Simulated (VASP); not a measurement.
# SiSe4 (I-43m) in VASP: density of states with PBE

Aim: the density of states of SiSe4 with PBE.

All numbers are computed with VASP 6.6.1; they aren't measurements. Logs are shortened: lines on timing, memory, paths and dates and some standing lists are left out, and cuts for length are marked.

## 1. The cell of the first run

Symmetry: I-43m, No. 217, cubic system. Conventional cell: a = 6.323 Å, b = 6.323 Å, c = 6.323 Å, α = 90.00°, β = 90.00°, γ = 90.00°. Within 3.1 Å of Si (site symmetry -43m) lie 4 Se at 2.32 Å. Se (site symmetry 3m) has 1 Si at 2.32 Å within 3.1 Å.

## 2. Density of states, PBE

File POSCAR:

```
SiSe4
1.0
   -3.1614457038      3.1614457038      3.1614457038
    3.1614457038     -3.1614457038      3.1614457038
    3.1614457038      3.1614457038     -3.1614457038
Si Se
1 4
Direct
    0.0000000000      0.0000000000      0.0000000000
    0.4231208873      0.4231208873      0.4231208873
    0.5768791127      0.0000000000      0.0000000000
    0.0000000000      0.0000000000      0.5768791127
    0.0000000000      0.5768791127      0.0000000000
```

File INCAR.step1:

```
  ALGO = Normal
  EDIFF = 1E-6
  ENCUT = 520
  GGA = PE
  ISIF = 2
  ISMEAR = 0
  LASPH = T
  LCHARG = T
  LREAL = F
  LWAVE = F
  NBANDS = 22
  NELM = 100
  PREC = Accurate
  SIGMA = 0.1
```

File KPOINTS.step1:

```
k-points
0
Gamma
  8 8 8
```

File INCAR.step2:

```
  ALGO = Normal
  EDIFF = 1E-6
  ENCUT = 520
  GGA = PE
  ICHARG = 11
  ISIF = 2
  ISMEAR = -5
  LASPH = T
  LCHARG = F
  LORBIT = 10
  LREAL = F
  LWAVE = F
  NBANDS = 22
  NEDOS = 2001
  NELM = 100
  PREC = Accurate
  SIGMA = 0.1
```

File KPOINTS.step2:

```
k-points
0
Gamma
  12 12 12
```

Potentials or basis: VASP PAW PBE potentials, release 64 (Si, Se).

Run with:

```sh
> cat potpaw_PBE.64/Si/POTCAR potpaw_PBE.64/Se/POTCAR > POTCAR
> cp INCAR.step1 INCAR
> cp KPOINTS.step1 KPOINTS
> mpirun -np 1 vasp_std > vasp.out
> cp INCAR.step2 INCAR
> cp KPOINTS.step2 KPOINTS
> mpirun -np 1 vasp_std > vasp.out
```

OUTCAR:

```text
EDIFF = 1E-6
   ENCUT = 520
   GGA = PE
   ICHARG = 11
   ISIF = 2
   ISMEAR = -5
   LASPH = T
   LORBIT = 10
   LREAL = F
   NELM = 100
   PREC = Accurate

 ion  position               nearest neighbor table
   1  0.000  0.000  0.000-   2 2.32   3 2.32   4 2.32   5 2.32
   2  0.423  0.423  0.423-   1 2.32
   3  0.577  0.000  0.000-   1 2.32
   4  0.000  0.000  0.577-   1 2.32
   5  0.000  0.577  0.000-   1 2.32

  LATTYP: Found a body centered cubic cell.
 ALAT       =     6.3228914076

  Lattice vectors:

 A1 = (  -3.1614457038,   3.1614457038,   3.1614457038)
 A2 = (   3.1614457038,  -3.1614457038,   3.1614457038)
 A3 = (   3.1614457038,   3.1614457038,  -3.1614457038)

Analysis of symmetry for initial positions (statically):
=====================================================================
 Subroutine PRICEL returns:
 Original cell was already a primitive cell.

 Routine SETGRP: Setting up the symmetry group for a
 body centered cubic supercell.

 Subroutine GETGRP returns: Found 24 space group operations
 (whereof 24 operations were pure point group operations)
 out of a pool of 48 trial point group operations.

The static configuration has the point symmetry T_d .

Analysis of symmetry for dynamics (positions and initial velocities):
=====================================================================
 Subroutine PRICEL returns:
 Original cell was already a primitive cell.

 Routine SETGRP: Setting up the symmetry group for a
 body centered cubic supercell.

 Subroutine GETGRP returns: Found 24 space group operations
 (whereof 24 operations were pure point group operations)
 out of a pool of 48 trial point group operations.

The dynamic configuration has the point symmetry T_d .

 Subroutine INISYM returns: Found 24 space group operations
 (whereof 24 operations are pure point group operations),
 and found     1 'primitive' translations

----------------------------------------------------------------------------------------

                                     Primitive cell

  volume of cell :     126.3913

  direct lattice vectors                    reciprocal lattice vectors
    -3.161445704  3.161445704  3.161445704     0.000000000  0.158155492  0.158155492
[... 97 lines left out ...]
   NSW    =      0    number of steps for IOM
   IBRION =     -1    ionic relax: 0-MD 1-quasi-New 2-CG
   NFREE  =      0    steps in history (QN), initial steepest desc. (CG)
   ISIF   =      2    stress and relaxation
   ISYM   =      2    0-nonsym 1-usesym 2-fastsym
   POTIM  = 0.5000    time-step for ionic-motion
   TEBEG  =    0.0;   TEEND  =   0.0 temperature during run
   PSTRESS=    0.0 pullay stress
   NELECT =      28.0000    total number of electrons
   NUPDOWN=      -1.0000    fix difference up-down
   EMIN   =  10.00;   EMAX   =-10.00  energy-range for DOS
   EFERMI =   0.00;   METHOD = LEGACY
   ISMEAR =    -5;   SIGMA  =   0.10  broadening in eV -4-tet -1-fermi 0-gaus
   EFERMI_NEDOS =   21; number of points for ismear=-14 and -15
   IALGO  =     38    algorithm
   IMIX   =      4    mixing-type and parameters
     AMIX     =   0.40;   BMIX     =  1.00
     AMIX_MAG =   1.60;   BMIX_MAG =  1.00
  volume/ion in A,a.u.               =      25.28       170.59
  Fermi-wavevector in a.u.,A,eV,Ry     =   0.990577  1.871920 13.350632  0.981244
  Thomas-Fermi vector in A             =   2.122258
   LORBIT       =     10    0 simple, 1 ext, 2 COOP (PROOUT), +10 PAW based schemes
   GGA     = PE    functional components
   LHFCALC =     F    Hartree Fock is set to
   AEXX    =    0.0000 exact exchange contribution
   IVDW    =     0    specifies the selected vdW correction
   LEPSILON=     F    determine dielectric tensor
   LRPA    =     F    only Hartree local field effects (RPA)
 non-spin polarized calculation
 Fermi weights with tetrahedron method with Bloechl corrections
  energy-cutoff  :      520.00
  volume of cell :      126.39
 maximum number of plane-waves:      3463
 NGX is ok and might be reduce to    42

 number of electron      27.9999999 magnetization

 Free energy of the ion-electron system (eV)
  ---------------------------------------------------
  ext. energy  EPLUGINS =         0.00000000
  ---------------------------------------------------
  free energy    TOTEN  =       -18.31773482 eV

  energy without entropy =      -18.31773482  energy(sigma->0) =      -18.31773482

 E-fermi :   3.0157     XC(G=0):  -9.0861

 val. band max:        3.1509399410   @ k =  -0.1667   0.1667   0.1667
 cond. band min:       2.9813682120   @ k =   0.3333   0.3333   0.0000
 fundamental gap:     -0.1695717290
 Fermi energy:         3.0157400988

 k-point     1 :       0.0000    0.0000    0.0000
  band No.  band energies     occupation
      1     -11.6729      2.00000
      2      -9.0419      2.00000
      3      -9.0419      2.00000
      4      -9.0419      2.00000
      5      -3.1736      2.00000
      6      -2.3896      2.00000
[... 589 lines left out ...]
     21      10.3271      0.00000
     22      10.3312      0.00000

 [... further k-points ...]
[... 5 lines left out ...]
  --------------------------------------------------------------------------------------
  -------------------------------------------------------------------------------------
  Total        0.0738583      0.0738583      0.0738583      0.0000000     -0.0000000      0.0000000
  in kB        0.9362517      0.9362517      0.9362517      0.0000000     -0.0000000      0.0000000
  external PRESSURE =       0.9362517 kB  Pullay stress =       0.0000000 kB

 VOLUME and BASIS-vectors are now :
 -----------------------------------------------------------------------------
  energy-cutoff  :      520.00
  volume of cell :      126.39
      direct lattice vectors                 reciprocal lattice vectors
    -3.161445704  3.161445704  3.161445704     0.000000000  0.158155492  0.158155492
     3.161445704 -3.161445704  3.161445704     0.158155492  0.000000000  0.158155492
     3.161445704  3.161445704 -3.161445704     0.158155492  0.158155492  0.000000000

 POSITION                                       TOTAL-FORCE (eV/Angst)
 -----------------------------------------------------------------------------------
      0.00000      0.00000      0.00000         0.000000     -0.000000     -0.000000
      1.33767      1.33767      1.33767         0.013879      0.013879      0.013879
     -1.82377      1.82377      1.82377         0.013879     -0.013879     -0.013879
      1.82377      1.82377     -1.82377        -0.013879     -0.013879      0.013879
      1.82377     -1.82377      1.82377        -0.013879      0.013879     -0.013879
 -----------------------------------------------------------------------------------
    total drift:                               -0.000003     -0.000003     -0.000004

  FREE ENERGIE OF THE ION-ELECTRON SYSTEM (eV)
  ---------------------------------------------------
  free  energy   TOTEN  =       -18.3177348202 eV

  energy  without entropy=      -18.3177348202  energy(sigma->0) =      -18.31773482

 total charge

# of ion       s       p       d       tot
------------------------------------------
    1        0.765   0.809   0.000   1.574
    2        1.513   2.164   0.036   3.713
    3        1.513   2.164   0.036   3.713
    4        1.513   2.164   0.036   3.713
    5        1.513   2.164   0.036   3.713
--------------------------------------------------
tot          6.817   9.466   0.144  16.426
```

Run time: 90 s. Hardware: 1 thread of Intel Xeon 6975P-C (Granite Rapids), shared host; peak memory 0.35 GiB.

Results:

| Property | Result |
| --- | --- |
| Valence electrons inside the program's atomic spheres | Si 1.57; Se 3.71 |

Levels at points of the mesh, in eV from the Fermi level:
| k point | band 11 | band 12 | band 13 | band 14 | band 15 | band 16 | band 17 | band 18 |
| --- | --- | --- | --- | --- | --- | --- | --- | --- |
| (0.00, 0.00, 0.00) | -2.93 | 0.25 | 0.25 | 0.25 | 0.46 | 0.46 | 3.60 | 5.27 |
| (0.50, 0.00, 0.00) | -2.00 | -1.90 | -0.76 | -0.41 | -0.30 | 0.05 | 2.94 | 3.35 |
| (0.50, 0.50, 0.50) | -1.50 | -1.50 | -1.50 | 1.29 | 1.29 | 1.29 | 2.82 | 3.89 |

Caveat: tetrahedron occupations give inexact forces and stress in metals.
